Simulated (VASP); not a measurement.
# Zr2N (P4_2/mnm) in VASP: a series of runs

The runs below take Zr2N through single point, with r2SCAN.

All numbers are computed with VASP 6.6.1; they aren't measurements. Logs are shortened: lines on timing, memory, paths and dates and some standing lists are left out, and cuts for length are marked.

## 1. The cell of the first run

It takes space group P4_2/mnm (No. 136, tetragonal). The conventional cell has a = 5.413 Å, b = 5.413 Å, c = 3.308 Å, α = 90.00°, β = 90.00°, γ = 90.00°. Zr (site symmetry m2m) has 3 N at 2.27 Å within 3.0 Å. N (site symmetry mmm) has 6 Zr at 2.27 Å within 3.0 Å.

## 2. Single point, r2SCAN

Contents of POSCAR:

```
Zr2N
1.0
    5.4130027300      0.0000000000      0.0000000000
    0.0000000000      5.4130027300      0.0000000000
    0.0000000000      0.0000000000      3.3077891900
Zr N
4 2
Direct
    0.2961254600      0.2961254600      0.0000000000
    0.7038745400      0.7038745400      0.0000000000
    0.7961254600      0.2038745400      0.5000000000
    0.2038745400      0.7961254600      0.5000000000
    0.0000000000      0.0000000000      0.0000000000
    0.5000000000      0.5000000000      0.5000000000
```

Contents of INCAR.step1:

```
ALGO     = Normal         # electronic algorithm
EDIFF    = 1E-4           # SCF threshold, eV
ENCUT    = 520            # plane-wave cutoff, eV
GGA      = PE             # functional
ISMEAR   = 0              # smearing method
LASPH    = T              # aspherical terms in the spheres
LCHARG   = F              # write CHGCAR
LREAL    = F              # projectors in reciprocal space
LWAVE    = T              # write WAVECAR
NBANDS   = 38             # bands
NELM     = 80             # most SCF steps
PREC     = Accurate       # precision mode
SIGMA    = 0.1            # smearing width, eV
```

Contents of INCAR.step2:

```
ALGO     = Normal         # electronic algorithm
EDIFF    = 1E-6           # SCF threshold, eV
ENCUT    = 520            # plane-wave cutoff, eV
ISIF     = 2              # what is computed and relaxed
ISMEAR   = 0              # smearing method
ISTART   = 1            
LASPH    = T              # aspherical terms in the spheres
LCHARG   = F              # write CHGCAR
LMIXTAU  = T            
LREAL    = F              # projectors in reciprocal space
LWAVE    = F              # write WAVECAR
METAGGA  = R2SCAN         # meta-GGA
NBANDS   = 38             # bands
NELM     = 80             # most SCF steps
PREC     = Accurate       # precision mode
SIGMA    = 0.1            # smearing width, eV
```

Contents of KPOINTS:

```
Automatic mesh
0
Gamma
  6 6 8
  0.5 0.5 0.5
```

Potentials or basis: VASP PAW PBE potentials, release 64 (Zr_sv, N).

Command:

```sh
> cat potpaw_PBE.64/Zr_sv/POTCAR potpaw_PBE.64/N/POTCAR > POTCAR
> cp INCAR.step1 INCAR
> mpirun -np 1 vasp_std > vasp.out
> cp INCAR.step2 INCAR
> mpirun -np 1 vasp_std > vasp.out
```

OUTCAR:

```text
EDIFF = 1E-6
   ENCUT = 520
   ISIF = 2
   ISMEAR = 0
   ISTART = 1
   LASPH = T
   LREAL = F
   METAGGA = R2SCAN
   NELM = 80
   PREC = Accurate

 ion  position               nearest neighbor table
   1  0.296  0.296  0.000-   5 2.27   6 2.27   6 2.27   2 3.12   4 3.21   3 3.21   4 3.21   3 3.21
                             4 3.21   4 3.21   3 3.21   3 3.21   2 3.89   2 3.89
   2  0.704  0.704  0.000-   5 2.27   6 2.27   6 2.27   1 3.12   4 3.21   3 3.21   4 3.21   3 3.21
                             3 3.21   3 3.21   4 3.21   4 3.21   1 3.89   1 3.89
   3  0.796  0.204  0.500-   6 2.27   5 2.27   5 2.27   4 3.12   1 3.21   1 3.21   2 3.21   2 3.21
                             2 3.21   2 3.21   1 3.21   1 3.21   4 3.89   4 3.89
   4  0.204  0.796  0.500-   6 2.27   5 2.27   5 2.27   3 3.12   1 3.21   1 3.21   2 3.21   2 3.21
                             1 3.21   1 3.21   2 3.21   2 3.21   3 3.89   3 3.89
   5  0.000  0.000  0.000-   1 2.27   2 2.27   3 2.27   4 2.27   3 2.27   4 2.27
   6  0.500  0.500  0.500-   3 2.27   4 2.27   1 2.27   2 2.27   1 2.27   2 2.27

  LATTYP: Found a simple tetragonal cell.
 ALAT       =     5.4130027300
 C/A-ratio  =     0.6110821211

  Lattice vectors:

 A1 = (   5.4130027300,   0.0000000000,   0.0000000000)
 A2 = (   0.0000000000,   5.4130027300,   0.0000000000)
 A3 = (   0.0000000000,   0.0000000000,   3.3077891900)

Analysis of symmetry for initial positions (statically):
=====================================================================
 Subroutine PRICEL returns:
 Original cell was already a primitive cell.

 Routine SETGRP: Setting up the symmetry group for a
 simple tetragonal supercell.

 Subroutine GETGRP returns: Found 16 space group operations
 (whereof  8 operations were pure point group operations)
 out of a pool of 16 trial point group operations.

The static configuration has the point symmetry D_2h.
 The point group associated with its full space group is D_4h.

Analysis of symmetry for dynamics (positions and initial velocities):
=====================================================================
 Subroutine PRICEL returns:
 Original cell was already a primitive cell.

 Routine SETGRP: Setting up the symmetry group for a
 simple tetragonal supercell.

 Subroutine GETGRP returns: Found 16 space group operations
 (whereof  8 operations were pure point group operations)
 out of a pool of 16 trial point group operations.

The dynamic configuration has the point symmetry D_2h.
 The point group associated with its full space group is D_4h.

 Subroutine INISYM returns: Found 16 space group operations
 (whereof  8 operations are pure point group operations),
 and found     1 'primitive' translations

----------------------------------------------------------------------------------------

                                     Primitive cell

  volume of cell :      96.9202

  direct lattice vectors                    reciprocal lattice vectors
     5.413002730  0.000000000  0.000000000     0.184740347  0.000000000  0.000000000
     0.000000000  5.413002730  0.000000000     0.000000000  0.184740347  0.000000000
     0.000000000  0.000000000  3.307789190     0.000000000  0.000000000  0.302316727

  length of vectors
     5.413002730  5.413002730  3.307789190     0.184740347  0.184740347  0.302316727

  position of ions in fractional coordinates (direct lattice)
     0.296125460  0.296125460  0.000000000
     0.703874540  0.703874540  0.000000000
     0.796125460  0.203874540  0.500000000
     0.203874540  0.796125460  0.500000000
     0.000000000  0.000000000  0.000000000
     0.500000000  0.500000000  0.500000000

  ion indices of the primitive-cell ions
   primitive index   ion index
                 1           1
                 2           2
                 3           3
                 4           4
                 5           5
                 6           6

----------------------------------------------------------------------------------------

 KPOINTS: Automatic mesh

Automatic generation of k-mesh.
 Grid dimensions read from file:
 generate k-points for:    6    6    8

 Generating k-lattice:

  Cartesian coordinates                     Fractional coordinates (reciprocal lattice)
     0.030790058  0.000000000  0.000000000     0.166666667  0.000000000  0.000000000
     0.000000000  0.030790058  0.000000000     0.000000000  0.166666667  0.000000000
     0.000000000  0.000000000  0.037789591     0.000000000  0.000000000  0.125000000

  Length of vectors
     0.030790058  0.030790058  0.037789591

  Shift w.r.t. Gamma in fractional coordinates (k-lattice)
     0.500000000  0.500000000  0.500000000

 Subroutine IBZKPT returns following result:
 ===========================================

 Found     24 irreducible k-points:

 Following reciprocal coordinates:
            Coordinates               Weight
  0.083333  0.083333  0.062500      8.000000
  0.250000  0.083333  0.062500     16.000000
  0.416667  0.083333  0.062500     16.000000
  0.250000  0.250000  0.062500      8.000000
  0.416667  0.250000  0.062500     16.000000
  0.416667  0.416667  0.062500      8.000000
[... 16 lines left out ...]
  0.416667  0.250000  0.437500     16.000000
  0.416667  0.416667  0.437500      8.000000
   k-points           NKPTS =     24   k-points in BZ     NKDIM =     24   number of bands    NBANDS=     38
   number of dos      NEDOS =    301   number of ions     NIONS =      6
   total plane-waves  NPLWV =  44800
   dimension x,y,z NGX =    40 NGY =   40 NGZ =   28
   dimension x,y,z NGXF=    80 NGYF=   80 NGZF=   56
   ions per type =               4   2
   NGX,Y,Z   is equivalent  to a cutoff of  12.28, 12.28, 14.07 a.u.
   NGXF,Y,Z  is equivalent  to a cutoff of  24.57, 24.57, 28.14 a.u.
 SYSTEM =  unknown system
   PREC   = accura    normal or accurate (medium, high low for compatibility)
   ISTART =      1    job   : 0-new  1-cont  2-samecut
   ICHARG =      0    charge: 1-file 2-atom 10-const
   ISPIN  =      1    spin polarized calculation?
   LNONCOLLINEAR =      F non collinear calculations
   LSORBIT =      F    spin-orbit coupling
   LASPH  =      T    aspherical Exc in radial PAW
   ENCUT  =  520.0 eV  38.22 Ry    6.18 a.u.  10.06 10.06  6.15*2*pi/ulx,y,z
   NELM   =     80;   NELMIN=  2; NELMDL=  0     # of ELM steps
   EDIFF  = 0.1E-05   stopping-criterion for ELM
   LREAL  =      F    real-space projection
   EDIFFG = 0.1E-04   stopping-criterion for IOM
   NSW    =      0    number of steps for IOM
   IBRION =     -1    ionic relax: 0-MD 1-quasi-New 2-CG
   NFREE  =      0    steps in history (QN), initial steepest desc. (CG)
   ISIF   =      2    stress and relaxation
   ISYM   =      2    0-nonsym 1-usesym 2-fastsym
   POTIM  = 0.5000    time-step for ionic-motion
   TEBEG  =    0.0;   TEEND  =   0.0 temperature during run
   PSTRESS=    0.0 pullay stress
   NELECT =      58.0000    total number of electrons
   NUPDOWN=      -1.0000    fix difference up-down
   EMIN   =  10.00;   EMAX   =-10.00  energy-range for DOS
   EFERMI =   0.00;   METHOD = LEGACY
   ISMEAR =     0;   SIGMA  =   0.10  broadening in eV -4-tet -1-fermi 0-gaus
   EFERMI_NEDOS =   21; number of points for ismear=-14 and -15
   IALGO  =     38    algorithm
   IMIX   =      4    mixing-type and parameters
     AMIX     =   0.40;   BMIX     =  1.00
     AMIX_MAG =   1.60;   BMIX_MAG =  1.00
  volume/ion in A,a.u.               =      16.15       109.01
  Fermi-wavevector in a.u.,A,eV,Ry     =   1.379577  2.607023 25.895066  1.903234
  Thomas-Fermi vector in A             =   2.504534
   LORBIT       =      0    0 simple, 1 ext, 2 COOP (PROOUT), +10 PAW based schemes
   METAGGA = R2SCAN    functional components
   LHFCALC =     F    Hartree Fock is set to
   AEXX    =    0.0000 exact exchange contribution
   IVDW    =     0    specifies the selected vdW correction
   LEPSILON=     F    determine dielectric tensor
   LRPA    =     F    only Hartree local field effects (RPA)
 non-spin polarized calculation
 Gauss-broadening in eV      SIGMA  =   0.10
  energy-cutoff  :      520.00
  volume of cell :       96.92
 maximum number of plane-waves:      2627
 NGX is ok and might be reduce to    40
   NGX = 21   NGY = 21   NGZ = 13

 number of electron      58.0000001 magnetization

 Free energy of the ion-electron system (eV)
  ---------------------------------------------------
  ext. energy  EPLUGINS =         0.00000000
  ---------------------------------------------------
  free energy    TOTEN  =      -117.75350312 eV

  energy without entropy =     -117.74091379  energy(sigma->0) =     -117.74720846

 E-fermi :   9.7353     XC(G=0): -12.5467

 val. band max:        9.7270765041   @ k =   0.2500   0.2500   0.1875
 cond. band min:       9.7497446825   @ k =   0.2500   0.2500   0.3125
 fundamental gap:      0.0226681784
 Fermi energy:         9.7353483851

 k-point     1 :       0.0833    0.0833    0.0625
  band No.  band energies     occupation
      1     -40.7125      2.00000
      2     -40.5765      2.00000
      3     -40.5738      2.00000
      4     -40.5160      2.00000
      5     -18.9074      2.00000
      6     -18.3413      2.00000
[... 30 lines left out ...]
     37      12.7031      0.00000
     38      13.1830      0.00000

 k-point     2 :       0.2500    0.0833    0.0625
  band No.  band energies     occupation
      1     -40.6954      2.00000
      2     -40.5962      2.00000
      3     -40.5657      2.00000
      4     -40.5219      2.00000
      5     -18.8172      2.00000
      6     -18.3542      2.00000
[... 30 lines left out ...]
     37      12.9232      0.00000
     38      13.7231      0.00000

 k-point     3 :       0.4167    0.0833    0.0625
  band No.  band energies     occupation
      1     -40.6653      2.00000
      2     -40.6293      2.00000
      3     -40.5508      2.00000
      4     -40.5345      2.00000
      5     -18.6673      2.00000
      6     -18.5009      2.00000
[... 30 lines left out ...]
     37      13.2652      0.00000
[... 781 lines left out ...]
 k-point    23 :       0.4167    0.2500    0.4375
  band No.  band energies     occupation
      1     -40.5829      2.00000
      2     -40.5750      2.00000
      3     -40.5419      2.00000
      4     -40.5408      2.00000
      5     -18.6638      2.00000
      6     -18.6241      2.00000
[... 30 lines left out ...]
     37      14.3078      0.00000
     38      14.4705      0.00000

 k-point    24 :       0.4167    0.4167    0.4375
  band No.  band energies     occupation
      1     -40.5787      2.00000
      2     -40.5756      2.00000
      3     -40.5435      2.00000
      4     -40.5428      2.00000
      5     -18.7163      2.00000
      6     -18.7016      2.00000
[... 30 lines left out ...]
     37      14.5011      0.00000
     38      14.5246      0.00000

------------------------ aborting loop because EDIFF is reached ----------------------------------------

  FORCE on cell =-STRESS in cart. coord.  units (eV):
  Direction    XX          YY          ZZ          XY          YZ          ZX
  --------------------------------------------------------------------------------------
  -------------------------------------------------------------------------------------
  Total        0.1426273      0.1426273     -0.3943654     -0.0000000      0.0000000      0.0000000
  in kB        2.3577558      2.3577558     -6.5192115     -0.0000000      0.0000000      0.0000000
  external PRESSURE =      -0.6012333 kB  Pullay stress =       0.0000000 kB

 VOLUME and BASIS-vectors are now :
 -----------------------------------------------------------------------------
  energy-cutoff  :      520.00
  volume of cell :       96.92
      direct lattice vectors                 reciprocal lattice vectors
     5.413002730  0.000000000  0.000000000     0.184740347  0.000000000  0.000000000
     0.000000000  5.413002730  0.000000000     0.000000000  0.184740347  0.000000000
     0.000000000  0.000000000  3.307789190     0.000000000  0.000000000  0.302316727

 POSITION                                       TOTAL-FORCE (eV/Angst)
 -----------------------------------------------------------------------------------
      1.60293      1.60293      0.00000         0.014860      0.014860      0.000000
      3.81007      3.81007      0.00000        -0.014860     -0.014860     -0.000000
      4.30943      1.10357      1.65389         0.014860     -0.014860     -0.000000
      1.10357      4.30943      1.65389        -0.014860      0.014860      0.000000
      0.00000      0.00000      0.00000        -0.000000      0.000000      0.000000
      2.70650      2.70650      1.65389        -0.000000      0.000000      0.000000
 -----------------------------------------------------------------------------------
    total drift:                                0.000000     -0.000000     -0.000000

  FREE ENERGIE OF THE ION-ELECTRON SYSTEM (eV)
  ---------------------------------------------------
  free  energy   TOTEN  =      -117.7535031244 eV

  energy  without entropy=     -117.7409137918  energy(sigma->0) =     -117.74720846
```

It took 3.2 min on 1 thread of Intel Xeon 6975P-C (Granite Rapids), shared host; peak memory 0.24 GiB.

Results:

```
Free energy            : -117.7535 eV
Pressure               : -0.1 GPa
Largest force          : 0.021 eV/Å
Band gap on the k mesh : zero (band 29 reaches 10.84 eV, above the bottom of band 30 at 8.90 eV)
```

Forces in eV/Å, atoms in the order of the input:
```
Zr   0.015  0.015  0.000
Zr  -0.015 -0.015  0.000
Zr   0.015 -0.015  0.000
Zr  -0.015  0.015  0.000
N    0.000  0.000  0.000
N    0.000  0.000  0.000
```

Levels at points of the mesh, in eV from the Fermi level:
```
           k point  band 25  band 26  band 27  band 28  band 29  band 30  band 31  band 32  band 33  band 34
(0.08, 0.08, 0.06)    -3.61    -1.91    -0.13     0.49     0.53     0.77     1.15     1.69     2.02     2.06
```

Caveat: the PAW data sets were made with another functional, which shifts forces and pressure a little.

## 3. Single point, r2SCAN

POSCAR is that of step 2.

Contents of INCAR.step1:

```
SYSTEM = Zr2N
ALGO     = Normal         ! electronic algorithm
EDIFF    = 1E-4           ! SCF threshold, eV
ENCUT    = 520            ! plane-wave cutoff, eV
GGA      = PE             ! functional
ISMEAR   = 0              ! smearing method
LASPH    = .TRUE.         ! aspherical terms in the spheres
LCHARG   = .FALSE.        ! write CHGCAR
LREAL    = .FALSE.        ! projectors in reciprocal space
LWAVE    = .TRUE.         ! write WAVECAR
NBANDS   = 38             ! bands
NELM     = 60             ! most SCF steps
PREC     = Accurate       ! precision mode
SIGMA    = 0.1            ! smearing width, eV
```

Contents of INCAR.step2:

```
SYSTEM = Zr2N
ALGO     = Normal         ! electronic algorithm
EDIFF    = 1E-6           ! SCF threshold, eV
ENCUT    = 520            ! plane-wave cutoff, eV
ISIF     = 2              ! what is computed and relaxed
ISMEAR   = 0              ! smearing method
ISTART   = 1            
LASPH    = .TRUE.         ! aspherical terms in the spheres
LCHARG   = .FALSE.        ! write CHGCAR
LMIXTAU  = .TRUE.       
LREAL    = .FALSE.        ! projectors in reciprocal space
LWAVE    = .FALSE.        ! write WAVECAR
METAGGA  = R2SCAN         ! meta-GGA
NBANDS   = 38             ! bands
NELM     = 60             ! most SCF steps
PREC     = Accurate       ! precision mode
SIGMA    = 0.1            ! smearing width, eV
```

Contents of KPOINTS:

```
k-points
0
G
  6 6 10
  0 0 0
```

Potentials or basis: VASP PAW PBE potentials, release 64 (Zr_sv, N).

Command:

```sh
> cat potpaw_PBE.64/Zr_sv/POTCAR potpaw_PBE.64/N/POTCAR > POTCAR
> cp INCAR.step1 INCAR
> mpirun -np 1 vasp_std > vasp.out
> cp INCAR.step2 INCAR
> mpirun -np 1 vasp_std > vasp.out
```

It took 7.6 min on 1 thread of Intel Xeon 6975P-C (Granite Rapids), shared host; peak memory 0.32 GiB.

The run converged. Its results:

| Item | Value |
| --- | --- |
| Free energy | -117.7461 eV |
| Pressure | -0.1 GPa |
| Largest force | 0.013 eV/Å |
| Band gap on the k mesh | zero (band 29 reaches 11.22 eV, above the bottom of band 30 at 8.60 eV) |

Forces in eV/Å, atoms in the order of the input:
```
Zr   0.009  0.009  0.000
Zr  -0.009 -0.009  0.000
Zr   0.009 -0.009  0.000
Zr  -0.009  0.009  0.000
N    0.000  0.000  0.000
N    0.000  0.000  0.000
```

Stress tensor (GPa, compression positive):
```
 0.07  0.00  0.00
 0.00  0.07  0.00
 0.00  0.00 -0.38
```

Levels at points of the mesh, in eV from the Fermi level:
```tsv
k point	band 25	band 26	band 27	band 28	band 29	band 30	band 31	band 32	band 33	band 34
(0.00, 0.00, 0.00)	-3.56	-2.07	0.07	0.73	0.84	1.01	1.01	1.46	1.54	1.54
(0.50, 0.00, 0.00)	-2.19	-2.19	-1.05	-1.05	1.43	1.43	1.62	1.62	1.84	1.84
(0.50, 0.50, 0.00)	-1.69	-1.69	-1.12	-1.12	0.88	0.88	1.44	1.44	1.74	1.74
(0.00, 0.00, 0.50)	-1.35	-1.35	-1.21	-1.21	-1.19	-1.19	1.99	1.99	3.22	3.22
(0.50, 0.00, 0.50)	-1.82	-1.82	-1.02	-1.02	-0.90	-0.90	1.55	1.55	3.48	3.48
(0.50, 0.50, 0.50)	-1.67	-1.67	-0.84	-0.84	-0.42	-0.42	1.15	1.15	2.65	2.65
```

Caveat: the PAW data sets were made with another functional, which shifts forces and pressure a little.
